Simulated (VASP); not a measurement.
## AlN: single point with PBE

Crystal: AlN.

```xyz
2
Lattice="0.0385 2.2016 2.2016 2.2016 0.0385 2.2016 2.2401 2.2401 0.0000" Properties=species:S:1:pos:R:3 pbc="T T T"
Al    0.0000    0.0000    0.0000
N     3.3602    3.3602    3.3024
```

This cell differs from its parent crystal: strain +0.0350 x Voigt [0, 0, 0, 0, 0, 1].

```json
{"Program": "VASP 6.6.1", "Task": "single point", "Functional": "PBE", "Potentials or basis": "VASP PAW PBE potentials, release 64 (Al, N)", "Cutoff": "520 eV", "k mesh": "10 × 10 × 10", "Occupations": "gaussian, width 0.05 eV", "Spin": "no spin polarisation"}
```

```
Pressure               : 0.0 GPa
Largest force          : 0.282 eV/Å
Band gap on the k mesh : 3.19 eV, indirect (least direct gap 3.87 eV)
```

Forces in eV/Å, atoms in the order of the input:
```
Al   0.000  0.000 -0.282
N    0.000  0.000  0.282
```

Stress tensor (GPa, compression positive):
```
 0.09 -7.52  0.00
-7.52  0.09  0.00
 0.00  0.00 -0.09
```

Levels at points of the mesh, in eV from the valence-band top:
| k point | band 1 | band 2 | band 3 | band 4 | band 5 | band 6 | band 7 | band 8 |
| --- | --- | --- | --- | --- | --- | --- | --- | --- |
| (0.00, 0.00, 0.00) | -14.94 | -0.18 | -0.10 | 0.00 | 3.87 | 11.79 | 12.27 | 12.70 |
| (0.50, 0.00, 0.00) | -12.89 | -5.79 | -0.65 | -0.61 | 6.91 | 9.58 | 10.55 | 10.93 |
| (0.50, 0.50, 0.00) | -12.35 | -4.93 | -2.05 | -1.63 | 3.19 | 8.42 | 13.54 | 15.22 |
| (0.00, 0.00, 0.50) | -13.03 | -5.90 | -0.53 | -0.47 | 7.21 | 9.58 | 10.94 | 11.28 |
| (0.50, 0.00, 0.50) | -12.34 | -4.92 | -1.84 | -1.84 | 3.21 | 8.38 | 13.48 | 15.34 |

Wall time 20 s on 1 thread of Intel(R) Xeon(R) Platinum 8375C CPU @ 2.90GHz (Ice Lake) (shared host), peak memory 0.16 GiB.

Caveat: the cell differs from its parent crystal (strain +0.0350 x Voigt [0, 0, 0, 0, 0, 1]). A k mesh can miss the band edges.
